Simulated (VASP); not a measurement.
A run of VASP 6.6.1 is set up as follows.

Contents of INCAR:

```
PREC     = Accurate       # precision mode
ENCUT    = 520            # plane-wave cutoff, eV
EDIFF    = 1E-7           # SCF threshold, eV
ISMEAR   = 0              # smearing method
SIGMA    = 0.01           # smearing width, eV
LREAL    = F              # projectors in reciprocal space
LASPH    = T              # aspherical terms in the spheres
NELM     = 60             # most SCF steps
ALGO     = Normal         # electronic algorithm
ISIF     = 2              # what is computed and relaxed
LWAVE    = F              # write WAVECAR
LCHARG   = T              # write CHGCAR
GGA      = PS             # functional
LELF     = T              # ELF
LVHAR    = T            
NBANDS   = 26             # bands
```

KPOINTS

```
Automatic mesh
0
Gamma
  6 6 4
```

The input POSCAR:

```
CdS
1.0
    3.3826803964      0.0000000000      0.0000000000
   -1.6913401982      2.9294871561      0.0000000000
    0.0000000000      0.0000000000      6.9508315446
Cd S
2 2
Direct
    0.3333333333      0.6666666667      0.0279824152
    0.6666666667      0.3333333333      0.5279824152
    0.3333333333      0.6666666667      0.3470175848
    0.6666666667      0.3333333333      0.8470175848
```

Potentials or basis: VASP PAW PBE potentials, release 64 (Cd, S).

The run is started by

```console
$ cat potpaw_PBE.64/Cd/POTCAR potpaw_PBE.64/S/POTCAR > POTCAR
$ mpirun -np 1 vasp_std > vasp.out
```

Q: Predict the largest force.

A: 0.011 eV/Å.

Q: Predict the band gap on the k mesh.

A: 0.34 eV, direct.

Q: Estimate the pressure.

A: 41.6 GPa.

Forces on the atoms (eV/Å):
```
Cd   0.000  0.000  0.011
Cd   0.000  0.000  0.011
S    0.000  0.000 -0.011
S    0.000  0.000 -0.011
```

Caveat: the PAW data sets were made with another functional, which shifts forces and pressure a little.
